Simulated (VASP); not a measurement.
Wanted: the native input for a VASP 6.6.1 run.

```
Task                   : relaxation of cell and atoms
Functional             : PBE
Potentials or basis    : VASP PAW PBE potentials, release 64 (Al, B, P)
Cutoff                 : 600 eV
k mesh                 : 6 × 6 × 1
Occupations            : gaussian, width 0.1 eV
Spin                   : no spin polarisation
Dipole correction      : no
Further INCAR settings : ALGO = Normal; EDIFF = 1e-06; IBRION = 2; EDIFFG = -0.04; NSW = 90; ISIF = 3
```

The structure of Al5BP6 lies in POSCAR:

```
Al5BP6
1.0
    3.6482801100      0.0000000000      0.0000000000
   -1.8241400600      3.1595032600      0.0000000000
    0.0000000000      0.0000000000     17.8728494300
Al B P
5 1 6
Direct
    0.0000000000      0.0000000000      0.0000000000
    0.3333333300      0.6666666700      0.8333333300
    0.6666666700      0.3333333300      0.6666666700
    0.0000000000      0.0000000000      0.5000000000
    0.3333333300      0.6666666700      0.3333333300
    0.6666666700      0.3333333300      0.1666666700
    0.0000000000      0.0000000000      0.8750000000
    0.3333333300      0.6666666700      0.7083333300
    0.6666666700      0.3333333300      0.5416666700
    0.0000000000      0.0000000000      0.3750000000
    0.3333333300      0.6666666700      0.2083333300
    0.6666666700      0.3333333300      0.0416666700
```

These files were run (other wordings do the same):

INCAR

```
SYSTEM = Al5BP6
PREC     = Accurate       ! precision mode
ENCUT    = 600            ! plane-wave cutoff, eV
EDIFF    = 1E-6           ! SCF threshold, eV
ISMEAR   = 0              ! smearing method
SIGMA    = 0.1            ! smearing width, eV
LREAL    = .FALSE.        ! projectors in reciprocal space
LASPH    = .TRUE.         ! aspherical terms in the spheres
NELM     = 60             ! most SCF steps
ALGO     = Normal         ! electronic algorithm
ISIF     = 3              ! what is computed and relaxed
LWAVE    = .FALSE.        ! write WAVECAR
LCHARG   = .FALSE.        ! write CHGCAR
GGA      = PE             ! functional
IBRION   = 2              ! ionic algorithm
NSW      = 90             ! ionic steps
EDIFFG   = -0.04          ! ionic threshold
```

KPOINTS

```
regular mesh
0
G
  6 6 1
  0 0 0
```

Potentials or basis: VASP PAW PBE potentials, release 64 (Al, B, P).

The run is started by

```bash
$ cat potpaw_PBE.64/Al/POTCAR potpaw_PBE.64/B/POTCAR potpaw_PBE.64/P/POTCAR > POTCAR
$ mpirun -np 1 vasp_std > vasp.out
```

It gave:

```json
{
 "Relaxed volume": "19.39 Å³/atom",
 "Relaxed cell": "a = 3.790 Å, b = 3.790 Å, c = 18.707 Å, α = 90.00°, β = 90.00°, γ = 120.00°",
 "Space group after relaxing (to 0.05 Å)": "P3m1 (No. 156)",
 "Energy gained by relaxing": "171.5 meV/atom",
 "Ionic steps": "16",
 "Pressure after relaxing": "0.1 GPa",
 "Largest force after relaxing": "0.023 eV/Å",
 "Band gap on the k mesh": "1.03 eV, direct"
}
```

It took 12 min on 1 thread of Intel Xeon 6975P-C (shared host), peak memory 0.39 GiB.
